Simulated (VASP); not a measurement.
# GaN (GaN (P6_3mc)) (P6_3mc) in VASP: single point with PBE

Aim: the single point of GaN (GaN (P6_3mc)) with PBE.

All numbers are computed with VASP 6.6.1; they aren't measurements. Logs are shortened: lines on timing, memory, paths and dates and some standing lists are left out, and cuts for length are marked.

## 1. The cell of the first run

The structure is hexagonal, space group P6_3mc (No. 186). The conventional cell has a = 3.219 Å, b = 3.219 Å, c = 5.244 Å, α = 90.00°, β = 90.00°, γ = 120.00°. Ga (site symmetry 3m) has 4 N at 1.97 to 1.98 Å within 2.6 Å. N (site symmetry 3m) has 4 Ga at 1.97 to 1.98 Å within 2.6 Å.

## 2. Single point, PBE

Contents of INCAR:

```
SYSTEM = GaN
PREC = Accurate
ENCUT = 600
EDIFF = 1E-6
ISMEAR = 0
SIGMA = 0.01
LREAL = .FALSE.
LASPH = .TRUE.
NELM = 120
ALGO = Normal
ISIF = 2
LWAVE = .FALSE.
LCHARG = .TRUE.
GGA = PE
LELF = .TRUE.
LVHAR = .TRUE.
NBANDS = 86
GGA_COMPAT = .FALSE.
```

Contents of KPOINTS:

```
regular mesh
0
G
  2 2 3
  0 0 0
```

Contents of POSCAR:

```
GaN
1.0
    6.4372426901      0.0000000000      0.0000000000
   -3.2186213450      5.5748156999      0.0000000000
    0.0000000000      0.0000000000      5.2435339933
Ga N
8 8
Direct
    0.3333333333      0.1666666667      0.4991368700
    0.1666666667      0.3333333333      0.9991368700
    0.3333333333      0.6666666667      0.4991368700
    0.1666666667      0.8333333333      0.9991368700
    0.8333333333      0.1666666667      0.4991368700
    0.6666666667      0.3333333333      0.9991368700
    0.8333333333      0.6666666667      0.4991368700
    0.6666666667      0.8333333333      0.9991368700
    0.3333333333      0.1666666667      0.8758631300
    0.1666666667      0.3333333333      0.3758631300
    0.3333333333      0.6666666667      0.8758631300
    0.1666666667      0.8333333333      0.3758631300
    0.8333333333      0.1666666667      0.8758631300
    0.6666666667      0.3333333333      0.3758631300
    0.8333333333      0.6666666667      0.8758631300
    0.6666666667      0.8333333333      0.3758631300
```

Potentials or basis: VASP PAW PBE potentials, release 64 (Ga_d, N).

Run with:

```console
cat potpaw_PBE.64/Ga_d/POTCAR potpaw_PBE.64/N/POTCAR > POTCAR
mpirun -np 1 vasp_std > vasp.out
```

OUTCAR:

```text
SYSTEM = GaN
   PREC = Accurate
   ENCUT = 600
   EDIFF = 1E-6
   ISMEAR = 0
   LREAL = .FALSE.
   LASPH = .TRUE.
   NELM = 120
   ISIF = 2
   GGA = PE

 ion  position               nearest neighbor table
   1  0.333  0.167  0.499-  10 1.97  12 1.97  14 1.97   9 1.98
   2  0.167  0.333  0.999-   9 1.97  11 1.97  13 1.97  10 1.98
   3  0.333  0.667  0.499-  12 1.97  10 1.97  16 1.97  11 1.98
   4  0.167  0.833  0.999-  11 1.97   9 1.97  15 1.97  12 1.98
   5  0.833  0.167  0.499-  14 1.97  16 1.97  10 1.97  13 1.98
   6  0.667  0.333  0.999-  13 1.97  15 1.97   9 1.97  14 1.98
[... 8 lines left out ...]
  15  0.833  0.667  0.876-   8 1.97   6 1.97   4 1.97   7 1.98
  16  0.667  0.833  0.376-   7 1.97   5 1.97   3 1.97   8 1.98

  LATTYP: Found a hexagonal cell.
 ALAT       =     6.4372426901
 C/A-ratio  =     0.8145621108

  Lattice vectors:

 A1 = (   6.4372426901,   0.0000000000,   0.0000000000)
 A2 = (  -3.2186213450,   5.5748156999,   0.0000000000)
 A3 = (   0.0000000000,   0.0000000000,   5.2435339933)

Analysis of symmetry for initial positions (statically):
=====================================================================
 Subroutine PRICEL returns following result:

  LATTYP: Found a hexagonal cell.
 ALAT       =     3.2186213450
 C/A-ratio  =     1.6291242216

  Lattice vectors:

 A1 = (   3.2186213450,   0.0000000000,   0.0000000000)
 A2 = (  -1.6093106725,   2.7874078500,   0.0000000000)
 A3 = (   0.0000000000,   0.0000000000,   5.2435339933)

   4 primitive cells build up your supercell.

 Routine SETGRP: Setting up the symmetry group for a
 hexagonal supercell.

 Subroutine GETGRP returns: Found 12 space group operations
 (whereof  6 operations were pure point group operations)
 out of a pool of 24 trial point group operations.

The static configuration has the point symmetry C_3v.
 The point group associated with its full space group is C_6v.

Analysis of symmetry for dynamics (positions and initial velocities):
=====================================================================
 Subroutine PRICEL returns following result:

  LATTYP: Found a hexagonal cell.
 ALAT       =     3.2186213450
 C/A-ratio  =     1.6291242216

  Lattice vectors:

 A1 = (   3.2186213450,   0.0000000000,   0.0000000000)
 A2 = (  -1.6093106725,   2.7874078500,   0.0000000000)
 A3 = (   0.0000000000,   0.0000000000,   5.2435339933)

   4 primitive cells build up your supercell.

 Routine SETGRP: Setting up the symmetry group for a
 hexagonal supercell.

 Subroutine GETGRP returns: Found 12 space group operations
 (whereof  6 operations were pure point group operations)
 out of a pool of 24 trial point group operations.

The dynamic configuration has the point symmetry C_3v.
 The point group associated with its full space group is C_6v.

 Subroutine INISYM returns: Found 12 space group operations
 (whereof  6 operations are pure point group operations),
 and found     4 'primitive' translations

----------------------------------------------------------------------------------------

                                     Primitive cell

  volume of cell :      47.0429

  direct lattice vectors                    reciprocal lattice vectors
     3.218621345  0.000000000  0.000000000     0.310692030  0.179378127  0.000000000
    -1.609310672  2.787407850  0.000000000     0.000000000  0.358756254  0.000000000
     0.000000000  0.000000000  5.243533993     0.000000000  0.000000000  0.190711074

  length of vectors
     3.218621345  3.218621345  5.243533993     0.358756254  0.358756254  0.190711074

  position of ions in fractional coordinates (direct lattice)
     0.666666667  0.333333333  0.499136870
     0.333333333  0.666666667  0.999136870
     0.666666667  0.333333333  0.875863130
     0.333333333  0.666666667  0.375863130

  ion indices of the primitive-cell ions
   primitive index   ion index
                 1           1
                 2           2
                 3           9
                 4          10

----------------------------------------------------------------------------------------

 KPOINTS: regular mesh

Automatic generation of k-mesh.
 Grid dimensions read from file:
 generate k-points for:    2    2    3

 Generating k-lattice:

  Cartesian coordinates                     Fractional coordinates (reciprocal lattice)
     0.077673008  0.044844532  0.000000000     0.500000000  0.000000000  0.000000000
     0.000000000  0.089689064  0.000000000     0.000000000  0.500000000  0.000000000
     0.000000000  0.000000000  0.063570358     0.000000000  0.000000000  0.333333333

  Length of vectors
     0.089689064  0.089689064  0.063570358

  Shift w.r.t. Gamma in fractional coordinates (k-lattice)
     0.000000000  0.000000000  0.000000000

 Subroutine IBZKPT returns following result:
 ===========================================

 Found      4 irreducible k-points:

 Following reciprocal coordinates:
            Coordinates               Weight
  0.000000  0.000000  0.000000      1.000000
  0.500000 -0.000000  0.000000      3.000000
  0.000000  0.000000  0.333333      2.000000
  0.500000 -0.000000  0.333333      6.000000
   k-points           NKPTS =      4   k-points in BZ     NKDIM =      4   number of bands    NBANDS=     86
   number of dos      NEDOS =    301   number of ions     NIONS =     16
   total plane-waves  NPLWV = 122472
   dimension x,y,z NGX =    54 NGY =   54 NGZ =   42
   dimension x,y,z NGXF=   108 NGYF=  108 NGZF=   84
   ions per type =               8   8
   NGX,Y,Z   is equivalent  to a cutoff of  13.95, 13.95, 13.32 a.u.
   NGXF,Y,Z  is equivalent  to a cutoff of  27.89, 27.89, 26.63 a.u.
 SYSTEM =  GaN
   PREC   = accura    normal or accurate (medium, high low for compatibility)
   ISTART =      0    job   : 0-new  1-cont  2-samecut
   ICHARG =      2    charge: 1-file 2-atom 10-const
   ISPIN  =      1    spin polarized calculation?
   LNONCOLLINEAR =      F non collinear calculations
   LSORBIT =      F    spin-orbit coupling
   LASPH  =      T    aspherical Exc in radial PAW
   ENCUT  =  600.0 eV  44.10 Ry    6.64 a.u.  12.86 12.86 10.47*2*pi/ulx,y,z
   NELM   =    120;   NELMIN=  2; NELMDL= -5     # of ELM steps
   EDIFF  = 0.1E-05   stopping-criterion for ELM
   LREAL  =      F    real-space projection
   EDIFFG = 0.1E-04   stopping-criterion for IOM
   NSW    =      0    number of steps for IOM
   IBRION =     -1    ionic relax: 0-MD 1-quasi-New 2-CG
   NFREE  =      0    steps in history (QN), initial steepest desc. (CG)
   ISIF   =      2    stress and relaxation
   ISYM   =      2    0-nonsym 1-usesym 2-fastsym
   POTIM  = 0.5000    time-step for ionic-motion
   TEBEG  =    0.0;   TEEND  =   0.0 temperature during run
   PSTRESS=    0.0 pullay stress
   NELECT =     144.0000    total number of electrons
   NUPDOWN=      -1.0000    fix difference up-down
   EMIN   =  10.00;   EMAX   =-10.00  energy-range for DOS
   EFERMI =   0.00;   METHOD = LEGACY
   ISMEAR =     0;   SIGMA  =   0.01  broadening in eV -4-tet -1-fermi 0-gaus
   EFERMI_NEDOS =   21; number of points for ismear=-14 and -15
   IALGO  =     38    algorithm
   IMIX   =      4    mixing-type and parameters
     AMIX     =   0.40;   BMIX     =  1.00
     AMIX_MAG =   1.60;   BMIX_MAG =  1.00
  volume/ion in A,a.u.               =      11.76        79.37
  Fermi-wavevector in a.u.,A,eV,Ry     =   1.497422  2.829717 30.507965  2.242272
  Thomas-Fermi vector in A             =   2.609312
   LORBIT       =      0    0 simple, 1 ext, 2 COOP (PROOUT), +10 PAW based schemes
   GGA     = PE    functional components
   LHFCALC =     F    Hartree Fock is set to
   AEXX    =    0.0000 exact exchange contribution
   IVDW    =     0    specifies the selected vdW correction
   LEPSILON=     F    determine dielectric tensor
   LRPA    =     F    only Hartree local field effects (RPA)
 non-spin polarized calculation
 Gauss-broadening in eV      SIGMA  =   0.01
  energy-cutoff  :      600.00
  volume of cell :      188.17
 maximum number of plane-waves:      6304
 NGX is ok and might be reduce to    54
   NGX = 25   NGY = 25   NGZ = 21

 number of electron     143.9999971 magnetization

 Free energy of the ion-electron system (eV)
  ---------------------------------------------------
  ext. energy  EPLUGINS =         0.00000000
  ---------------------------------------------------
  free energy    TOTEN  =       -97.05661101 eV

  energy without entropy =      -97.05661101  energy(sigma->0) =      -97.05661101

 E-fermi :   5.0983     XC(G=0): -11.5077

 val. band max:        5.0341882912   @ k =   0.0000   0.0000   0.0000
 cond. band min:       6.7370206368   @ k =   0.0000   0.0000   0.0000
 fundamental gap:      1.7028323457
 Fermi energy:         5.0983240039

 k-point     1 :       0.0000    0.0000    0.0000
  band No.  band energies     occupation
      1     -10.7082      2.00000
      2      -9.8974      2.00000
      3      -9.8974      2.00000
      4      -9.8974      2.00000
      5      -9.8910      2.00000
      6      -9.7475      2.00000
[... 76 lines left out ...]
     83      10.9977      0.00000
     84      13.3726      0.00000

 k-point     2 :       0.5000   -0.0000    0.0000
  band No.  band energies     occupation
      1     -10.2461      2.00000
      2     -10.2461      2.00000
      3      -9.8815      2.00000
      4      -9.8815      2.00000
      5      -9.7962      2.00000
      6      -9.7962      2.00000
[... 76 lines left out ...]
     83      12.6529      0.00000
     84      12.6541      0.00000

 k-point     3 :       0.0000    0.0000    0.3333
  band No.  band energies     occupation
      1     -10.4322      2.00000
      2     -10.0079      2.00000
      3      -9.8245      2.00000
      4      -9.8245      2.00000
      5      -9.8245      2.00000
      6      -9.7499      2.00000
[... 76 lines left out ...]
     83      12.4220      0.00000
     84      12.7072      0.00000

 k-point     4 :       0.5000   -0.0000    0.3333
  band No.  band energies     occupation
      1     -10.0685      2.00000
      2     -10.0685      2.00000
      3      -9.8434      2.00000
      4      -9.8434      2.00000
      5      -9.8120      2.00000
      6      -9.8120      2.00000
[... 76 lines left out ...]
     83      12.7664      0.00000
     84      12.7725      0.00000
 [bands above 84 left out]

------------------------ aborting loop because EDIFF is reached ----------------------------------------

  FORCE on cell =-STRESS in cart. coord.  units (eV):
  Direction    XX          YY          ZZ          XY          YZ          ZX
  --------------------------------------------------------------------------------------
  -------------------------------------------------------------------------------------
  Total       -0.0053376     -0.0053376     -0.5617145     -0.0000000      0.0000000      0.0000000
  in kB       -0.0454470     -0.0454470     -4.7826842     -0.0000000      0.0000000      0.0000000
  external PRESSURE =      -1.6245260 kB  Pullay stress =       0.0000000 kB

 VOLUME and BASIS-vectors are now :
 -----------------------------------------------------------------------------
  energy-cutoff  :      600.00
  volume of cell :      188.17
      direct lattice vectors                 reciprocal lattice vectors
     6.437242690  0.000000000  0.000000000     0.155346015  0.089689064  0.000000000
    -3.218621345  5.574815700  0.000000000     0.000000000  0.179378127  0.000000000
     0.000000000  0.000000000  5.243533993     0.000000000  0.000000000  0.190711074

 POSITION                                       TOTAL-FORCE (eV/Angst)
 -----------------------------------------------------------------------------------
      1.60931      0.92914      2.61724         0.000000      0.000000      0.002884
      0.00000      1.85827      5.23901        -0.000000     -0.000000      0.002884
     -0.00000      3.71654      2.61724         0.000000      0.000000      0.002884
     -1.60931      4.64568      5.23901         0.000000     -0.000000      0.002884
      4.82793      0.92914      2.61724         0.000000      0.000000      0.002884
      3.21862      1.85827      5.23901        -0.000000     -0.000000      0.002884
[... 8 lines left out ...]
      3.21862      3.71654      4.59262        -0.000000     -0.000000     -0.002884
      1.60931      4.64568      1.97085         0.000000      0.000000     -0.002884
 -----------------------------------------------------------------------------------
    total drift:                               -0.000001     -0.000002      0.000216

  FREE ENERGIE OF THE ION-ELECTRON SYSTEM (eV)
  ---------------------------------------------------
  free  energy   TOTEN  =       -97.0566110097 eV

  energy  without entropy=      -97.0566110097  energy(sigma->0) =      -97.05661101
```

It took 2 min on 1 thread of AMD EPYC 7R43 (Zen 3), shared host; peak memory 0.32 GiB.

What came out:

```yaml
Free_energy: -97.0566 eV
Pressure: -0.2 GPa
Band_gap_on_the_k_mesh: 1.70 eV
```

Forces in eV/Å, atoms in the order of the input:
```
Ga   0.000  0.000  0.003
Ga   0.000  0.000  0.003
Ga   0.000  0.000  0.003
Ga   0.000  0.000  0.003
Ga   0.000  0.000  0.003
Ga   0.000  0.000  0.003
Ga   0.000  0.000  0.003
Ga   0.000  0.000  0.003
N    0.000  0.000 -0.003
N    0.000  0.000 -0.003
N    0.000  0.000 -0.003
N    0.000  0.000 -0.003
N    0.000  0.000 -0.003
N    0.000  0.000 -0.003
N    0.000  0.000 -0.003
N    0.000  0.000 -0.003
```

Stress tensor (GPa, compression positive):
```
 0.00  0.00  0.00
 0.00  0.00  0.00
 0.00  0.00 -0.48
```

Levels at points of the mesh, in eV from the valence-band top:
```tsv
k point	band 68	band 69	band 70	band 71	band 72	band 73	band 74	band 75	band 76	band 77
(0.00, 0.00, 0.00)	-0.96	-0.96	-0.04	0.00	0.00	1.70	4.04	4.96	4.96	4.96
(0.50, 0.00, 0.00)	-1.84	-0.69	-0.69	-0.48	-0.48	4.10	4.10	5.73	5.73	5.74
```

Caveat: the k points lie up to 0.56 Å⁻¹ apart. Expect the measured gap to be larger: semilocal functionals such as PBE lack the derivative discontinuity.
